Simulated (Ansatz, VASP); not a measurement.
## One calculation of MgCd3O, two programs

```
Mg Cd O
1.0
     4.10099    0.00000    0.00000
     0.00000    4.10099    0.00000
     0.00000    0.00000    7.60692
Mg Cd O
1 3 1
Direct
  0.50000 0.50000 0.62274
  0.50000 0.00000 0.90901
  0.00000 0.50000 0.90901
  0.50000 0.50000 0.25627
  0.00000 0.00000 0.06972
```

Alike in both runs: functional PBE; k mesh 10 × 10 × 6; occupations gaussian, width 0.1 eV; no spin polarisation.

Ansatz relaxed the structure, and its values are those at the end. VASP's run is a single point on that final structure, the one shown.

```csv
,VASP,Ansatz
version,VASP 6.6.1,Ansatz 0.2.0
potentials or method,"VASP PAW PBE potentials, release 64 (Mg, Cd, O), cutoff 600 eV","scalar-relativistic, plane waves, PAW"
valence electrons in the cell,44,76
```

```tsv
	VASP	Ansatz	Ansatz less VASP
gap on the k mesh at the Fermi level (eV)	none	none	-
pressure (GPa)	0.2	0.0	-0.17
rms of the force components (eV/Å)	0.027	0.001	-0.0255
```

A gap of «none» marks a metal or a gap that the smearing closes. VASP's potentials hold 44 valence electrons a cell and Ansatz's 76, so a difference there can come from the potentials and not from the codes.
